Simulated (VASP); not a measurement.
# HfSi3O8 (C2) in VASP: single point with PBE

Aim: the single point of HfSi3O8 with PBE.

Program: VASP 6.6.1. These are calculated values, not measurements. Logs are shortened: lines on timing, memory, paths and dates and some standing lists are left out, and cuts for length are marked.

## Step 1: The cell of the first run

The structure is monoclinic, space group C2 (No. 5). The conventional cell has a = 7.531 Å, b = 7.669 Å, c = 7.592 Å, α = 90.00°, β = 90.05°, γ = 90.00°. Within 2.6 Å of Hf (site symmetry 2) lie 4 O at 1.94 to 1.95 Å. Within 2.2 Å of Si (site symmetry 1) lie 4 O at 1.62 to 1.63 Å. Within 2.2 Å of Si (site symmetry 2) lie 4 O at 1.63 Å. O (site symmetry 1) has 1 Si at 1.62 Å and 1 Hf at 1.95 Å within 2.2 Å. Within 2.2 Å of O (site symmetry 1) lie 2 Si at 1.63 Å. O (site symmetry 1) has 1 Si at 1.63 Å and 1 Hf at 1.94 Å within 2.2 Å. Within 2.2 Å of O (site symmetry 1) lie 2 Si at 1.63 Å.

## Step 2: Single point, PBE

The input, POSCAR:

```
HfSi3O8
1.0
    3.7653040292     -3.8343518500     -0.0002810189
    3.7653040292      3.8343518500     -0.0002810189
   -0.0055413388      0.0000000000      7.5922451933
Hf Si O
1 3 8
Direct
    0.9800850504      0.0199149496      0.0000000000
    0.0234785400      0.5240264492      0.2687319324
    0.4759735508      0.9765214600      0.7312680676
    0.5226188607      0.4773811393      0.5000000000
    0.0376683317      0.8130296834      0.2063065582
    0.5368816546      0.2394060768      0.6315651398
    0.0308747002      0.3553667624      0.0898441455
    0.5412193052      0.7400279008      0.6063190908
    0.6446332376      0.9691252998      0.9101558545
    0.2599720992      0.4587806948      0.3936809092
    0.1869703166      0.9623316683      0.7936934418
    0.7605939232      0.4631183454      0.3684348602
```

The input, INCAR.step1:

```
SYSTEM = HfSi3O8
ALGO = Normal ; EDIFF = 1E-7
ENCUT = 520 ; GGA = PE
ISIF = 2 ; ISMEAR = 0
LASPH = .True. ; LCHARG = .True.
LMAXMIX = 4 ; LREAL = .False.
LWAVE = .False. ; NBANDS = 47
NELM = 100 ; PREC = Accurate
SIGMA = 0.02
```

The input, KPOINTS.step1:

```
k-points
0
Gamma
  4 4 4
  0 0 0
```

The input, INCAR.step2:

```
SYSTEM = HfSi3O8
ALGO = Normal ; EDIFF = 1E-7
ENCUT = 520 ; GGA = PE
ICHARG = 11 ; ISIF = 2
ISMEAR = -5 ; LASPH = .True.
LCHARG = .False. ; LMAXMIX = 4
LORBIT = 11 ; LREAL = .False.
LWAVE = .False. ; NEDOS = 2001
NELM = 100 ; PREC = Accurate
SIGMA = 0.02
```

The input, KPOINTS.step2:

```
k-points
0
Gamma
  6 6 6
  0 0 0
```

Potentials or basis: VASP PAW PBE potentials, release 64 (Hf_pv, Si, O).

Launch:

```
cat potpaw_PBE.64/Hf_pv/POTCAR potpaw_PBE.64/Si/POTCAR potpaw_PBE.64/O/POTCAR > POTCAR
cp INCAR.step1 INCAR
cp KPOINTS.step1 KPOINTS
mpirun -np 1 vasp_std > vasp.out
cp INCAR.step2 INCAR
cp KPOINTS.step2 KPOINTS
mpirun -np 1 vasp_std > vasp.out
```

OUTCAR:

```text
SYSTEM = HfSi3O8
   EDIFF = 1E-7
   ENCUT = 520
   GGA = PE
   ICHARG = 11
   ISIF = 2
   ISMEAR = -5
   LASPH = .True.
   LORBIT = 11
   LREAL = .False.
   NELM = 100
   PREC = Accurate

 ion  position               nearest neighbor table
   1  0.980  0.020  0.000-   7 1.94   9 1.94   5 1.95  11 1.95   2 3.37   3 3.37   2 3.40   3 3.40

   2  0.023  0.524  0.269-   5 1.62  10 1.63  12 1.63   7 1.63   1 3.37   1 3.40
   3  0.476  0.977  0.731-  11 1.62   8 1.63   6 1.63   9 1.63   1 3.37   1 3.40
   4  0.523  0.477  0.500-   6 1.63  12 1.63  10 1.63   8 1.63
   5  0.038  0.813  0.206-   2 1.62   1 1.95
   6  0.537  0.239  0.632-   4 1.63   3 1.63
   7  0.031  0.355  0.090-   2 1.63   1 1.94
   8  0.541  0.740  0.606-   4 1.63   3 1.63
   9  0.645  0.969  0.910-   3 1.63   1 1.94
  10  0.260  0.459  0.394-   4 1.63   2 1.63
  11  0.187  0.962  0.794-   3 1.62   1 1.95
  12  0.761  0.463  0.368-   4 1.63   2 1.63

  LATTYP: Found a base centered monoclinic cell.
 ALAT       =     7.5306080794
 B/A-ratio  =     1.0183379110
 C/A-ratio  =     1.0081851473
 COS(beta)  =    -0.0008045018

  Lattice vectors:

 A1 = (   3.7653040292,  -3.8343518500,  -0.0002810189)
 A2 = (   3.7653040292,   3.8343518500,  -0.0002810189)
 A3 = (  -0.0055413388,   0.0000000000,   7.5922451933)

Analysis of symmetry for initial positions (statically):
=====================================================================
 Subroutine PRICEL returns:
 Original cell was already a primitive cell.

 Routine SETGRP: Setting up the symmetry group for a
 base centered monoclinic supercell.

 Subroutine GETGRP returns: Found  2 space group operations
 (whereof  2 operations were pure point group operations)
 out of a pool of  4 trial point group operations.

The static configuration has the point symmetry C_2 .

Analysis of symmetry for dynamics (positions and initial velocities):
=====================================================================
 Subroutine PRICEL returns:
 Original cell was already a primitive cell.

 Routine SETGRP: Setting up the symmetry group for a
 base centered monoclinic supercell.

 Subroutine GETGRP returns: Found  2 space group operations
 (whereof  2 operations were pure point group operations)
 out of a pool of  4 trial point group operations.

The dynamic configuration has the point symmetry C_2 .

 Subroutine INISYM returns: Found  2 space group operations
 (whereof  2 operations are pure point group operations),
 and found     1 'primitive' translations

----------------------------------------------------------------------------------------

                                     Primitive cell

  volume of cell :     219.2261

  direct lattice vectors                    reciprocal lattice vectors
     3.765304029 -3.834351850 -0.000281019     0.132791409 -0.130400135  0.000096920
     3.765304029  3.834351850 -0.000281019     0.132791409  0.130400135  0.000096920
    -0.005541339  0.000000000  7.592245193     0.000009830  0.000000000  0.131713351

  length of vectors
     5.373990009  5.373990009  7.592247216     0.186112232  0.186112232  0.131713351

  position of ions in fractional coordinates (direct lattice)
     0.980085050  0.019914950  0.000000000
     0.023478540  0.524026449  0.268731932
     0.475973551  0.976521460  0.731268068
     0.522618861  0.477381139  0.500000000
     0.037668332  0.813029683  0.206306558
     0.536881655  0.239406077  0.631565140
     0.030874700  0.355366762  0.089844146
     0.541219305  0.740027901  0.606319091
     0.644633238  0.969125300  0.910155854
     0.259972099  0.458780695  0.393680909
     0.186970317  0.962331668  0.793693442
     0.760593923  0.463118345  0.368434860

  ion indices of the primitive-cell ions
   primitive index   ion index
                 1           1
                 2           2
[... 25 lines left out ...]

  Length of vectors
     0.031018705  0.031018705  0.021952225

  Shift w.r.t. Gamma in fractional coordinates (k-lattice)
     0.000000000  0.000000000  0.000000000

 TETIRR: Found    632 inequivalent tetrahedra from     1296

 Subroutine IBZKPT returns following result:
 ===========================================

 Found     68 irreducible k-points:

 Following reciprocal coordinates:
            Coordinates               Weight
  0.000000  0.000000  0.000000      1.000000
  0.166667 -0.000000  0.000000      4.000000
  0.333333 -0.000000 -0.000000      4.000000
  0.500000 -0.000000  0.000000      2.000000
  0.166667  0.166667  0.000000      2.000000
  0.333333  0.166667 -0.000000      4.000000
[... 16 lines left out ...]
 -0.333333  0.166667  0.166667      4.000000
 -0.166667  0.166667  0.166667      4.000000
 [... further k-points ...]
   k-points           NKPTS =     68   k-points in BZ     NKDIM =     68   number of bands    NBANDS=     42
   number of dos      NEDOS =   2001   number of ions     NIONS =     12
   total plane-waves  NPLWV =  89600
   dimension x,y,z NGX =    40 NGY =   40 NGZ =   56
   dimension x,y,z NGXF=    80 NGYF=   80 NGZF=  112
   ions per type =               1   3   8
   NGX,Y,Z   is equivalent  to a cutoff of  12.37, 12.37, 12.26 a.u.
   NGXF,Y,Z  is equivalent  to a cutoff of  24.75, 24.75, 24.52 a.u.
 SYSTEM =  HfSi3O8
   PREC   = accura    normal or accurate (medium, high low for compatibility)
   ISTART =      0    job   : 0-new  1-cont  2-samecut
   ICHARG =     11    charge: 1-file 2-atom 10-const
   ISPIN  =      1    spin polarized calculation?
   LNONCOLLINEAR =      F non collinear calculations
   LSORBIT =      F    spin-orbit coupling
   LASPH  =      T    aspherical Exc in radial PAW
   ENCUT  =  520.0 eV  38.22 Ry    6.18 a.u.   9.99  9.99 14.12*2*pi/ulx,y,z
   NELM   =    100;   NELMIN=  2; NELMDL=  0     # of ELM steps
   EDIFF  = 0.1E-06   stopping-criterion for ELM
   LREAL  =      F    real-space projection
   EDIFFG = 0.1E-05   stopping-criterion for IOM
   NSW    =      0    number of steps for IOM
   IBRION =     -1    ionic relax: 0-MD 1-quasi-New 2-CG
   NFREE  =      0    steps in history (QN), initial steepest desc. (CG)
   ISIF   =      2    stress and relaxation
   ISYM   =      2    0-nonsym 1-usesym 2-fastsym
   POTIM  = 0.5000    time-step for ionic-motion
   TEBEG  =    0.0;   TEEND  =   0.0 temperature during run
   PSTRESS=    0.0 pullay stress
   NELECT =      70.0000    total number of electrons
   NUPDOWN=      -1.0000    fix difference up-down
   EMIN   =  10.00;   EMAX   =-10.00  energy-range for DOS
   EFERMI =   0.00;   METHOD = LEGACY
   ISMEAR =    -5;   SIGMA  =   0.02  broadening in eV -4-tet -1-fermi 0-gaus
   EFERMI_NEDOS =   21; number of points for ismear=-14 and -15
   IALGO  =     38    algorithm
   IMIX   =      4    mixing-type and parameters
     AMIX     =   0.40;   BMIX     =  1.00
     AMIX_MAG =   1.60;   BMIX_MAG =  1.00
  volume/ion in A,a.u.               =      18.27       123.28
  Fermi-wavevector in a.u.,A,eV,Ry     =   1.118949  2.114506 17.035117  1.252046
  Thomas-Fermi vector in A             =   2.255584
   LORBIT       =     11    0 simple, 1 ext, 2 COOP (PROOUT), +10 PAW based schemes
   GGA     = PE    functional components
   LHFCALC =     F    Hartree Fock is set to
   AEXX    =    0.0000 exact exchange contribution
   IVDW    =     0    specifies the selected vdW correction
   LEPSILON=     F    determine dielectric tensor
   LRPA    =     F    only Hartree local field effects (RPA)
 non-spin polarized calculation
 Fermi weights with tetrahedron method with Bloechl corrections
  energy-cutoff  :      520.00
  volume of cell :      219.23
 maximum number of plane-waves:      5938

 number of electron      69.9999980 magnetization

 Free energy of the ion-electron system (eV)
  ---------------------------------------------------
  ext. energy  EPLUGINS =         0.00000000
  ---------------------------------------------------
  free energy    TOTEN  =      -100.83687666 eV

  energy without entropy =     -100.83687666  energy(sigma->0) =     -100.83687666

 E-fermi :  -1.3392     XC(G=0):  -7.5525

 val. band max:       -1.3416410692   @ k =   0.5000  -0.0000   0.5000
 cond. band min:       3.7665079902   @ k =   0.0000   0.0000   0.0000
 fundamental gap:      5.1081490594
 Fermi energy:        -1.3391897347

 k-point     1 :       0.0000    0.0000    0.0000
  band No.  band energies     occupation
      1     -30.0843      2.00000
      2     -30.0696      2.00000
      3     -30.0669      2.00000
      4     -20.1887      2.00000
      5     -19.3388      2.00000
      6     -18.5718      2.00000
[... 1069 lines left out ...]
     41       6.1510      0.00000
     42       6.7682      0.00000

 [... further k-points ...]

------------------------ aborting loop because EDIFF is reached ----------------------------------------

  FORCE on cell =-STRESS in cart. coord.  units (eV):
  Direction    XX          YY          ZZ          XY          YZ          ZX
  --------------------------------------------------------------------------------------
  -------------------------------------------------------------------------------------
  Total       -0.3351280     -0.2862725     -0.3959457      0.0000000      0.0000000     -0.0157796
  in kB       -2.4492275     -2.0921752     -2.8937035      0.0000000      0.0000000     -0.1153229
  external PRESSURE =      -2.4783687 kB  Pullay stress =       0.0000000 kB

 VOLUME and BASIS-vectors are now :
 -----------------------------------------------------------------------------
  energy-cutoff  :      520.00
  volume of cell :      219.23
      direct lattice vectors                 reciprocal lattice vectors
     3.765304029 -3.834351850 -0.000281019     0.132791409 -0.130400135  0.000096920
     3.765304029  3.834351850 -0.000281019     0.132791409  0.130400135  0.000096920
    -0.005541339  0.000000000  7.592245193     0.000009830  0.000000000  0.131713351

 POSITION                                       TOTAL-FORCE (eV/Angst)
 -----------------------------------------------------------------------------------
      3.76530     -3.68163     -0.00028        -0.000000      0.015726      0.000000
      2.06003      1.91928      2.04012        -0.018124     -0.014418      0.031919
      5.46503      1.91928      5.55156         0.018124     -0.014418     -0.031919
      3.76253     -0.17346      3.79584        -0.000000     -0.013297      0.000000
      3.20199      2.97301      1.56609         0.073345      0.110029     -0.135354
      2.91946     -1.14063      4.79478        -0.009141      0.000296      0.000756
      1.45382      1.24422      0.68201        -0.130246     -0.104196     -0.080172
      4.82093      0.76230      4.60296        -0.003808      0.007076      0.002571
      6.07125      1.24422      6.90967         0.130246     -0.104196      0.080172
      2.70414      0.76230      2.98872         0.003808      0.007076     -0.002571
      4.32307      2.97301      6.02559        -0.073345      0.110029      0.135354
      4.60561     -1.14063      2.79690         0.009141      0.000296     -0.000756
 -----------------------------------------------------------------------------------
    total drift:                                0.000000      0.001980      0.000000

  FREE ENERGIE OF THE ION-ELECTRON SYSTEM (eV)
  ---------------------------------------------------
  free  energy   TOTEN  =      -100.8368766633 eV

  energy  without entropy=     -100.8368766633  energy(sigma->0) =     -100.83687666

 total charge

# of ion       s       p       d       tot
------------------------------------------
    1        0.351   6.649   1.694   8.694
    2        0.640   0.976   0.000   1.616
    3        0.640   0.976   0.000   1.616
    4        0.625   0.964   0.000   1.589
    5        1.560   3.599   0.000   5.159
    6        1.542   3.694   0.000   5.236
    7        1.559   3.602   0.000   5.160
    8        1.542   3.693   0.000   5.235
    9        1.559   3.602   0.000   5.160
   10        1.542   3.693   0.000   5.235
   11        1.560   3.599   0.000   5.159
   12        1.542   3.694   0.000   5.236
--------------------------------------------------
tot         14.660  38.742   1.694  55.095
```

It took 7.5 min on 1 thread of Intel Xeon Platinum 8488C (Sapphire Rapids), shared host; peak memory 0.62 GiB.

What came out:

* Valence electrons inside the program's atomic spheres: Hf 8.69; Si 1.62, 1.59 (each value once); O 5.16, 5.24 (each value once)

Caveat: spin-orbit coupling is left out, which moves the levels of the heavy elements.
